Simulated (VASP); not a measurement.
KBr: single point with PBE-based screened hybrid

Crystal: KBr.

```
K Br
1.0
     0.00000    3.30244    3.30244
     3.30244    0.00000    3.30244
     3.30244    3.30244    0.00000
K Br
1 1
Direct
  0.00000 0.00000 0.00000
  0.50000 0.50000 0.50000
```

```
Program             : VASP 6.6.1
Task                : single point
Functional          : PBE-based screened hybrid
Potentials or basis : VASP PAW PBE potentials, release 64 (K_sv, Br)
Cutoff              : 520 eV
k mesh              : 4 × 4 × 4
Occupations         : gaussian, width 0.01 eV
Spin                : no spin polarisation
```

```yaml
Pressure: 0.7 GPa
Band_gap_on_the_k_mesh: 4.66 eV, direct
```

Levels at points of the mesh, in eV from the valence-band top:
```csv
k point,band 4,band 5,band 6,band 7,band 8,band 9,band 10,band 11,band 12,band 13
"(0.00, 0.00, 0.00)",-11.43,-11.43,0.00,0.00,0.00,4.66,7.88,7.88,7.88,8.72
"(0.50, 0.00, 0.00)",-11.44,-11.18,-1.19,-0.33,-0.33,6.81,8.50,10.08,10.08,10.33
"(0.50, 0.50, 0.00)",-11.47,-11.47,-0.82,-0.29,-0.29,6.11,7.45,9.68,9.75,9.99
```

It took 2.4 min on 1 thread of Intel(R) Xeon(R) 6975P-C (Granite Rapids), with other jobs on the host, peak memory 0.31 GiB.

Caveat: the PAW data sets were made with another functional, which shifts forces and pressure a little.
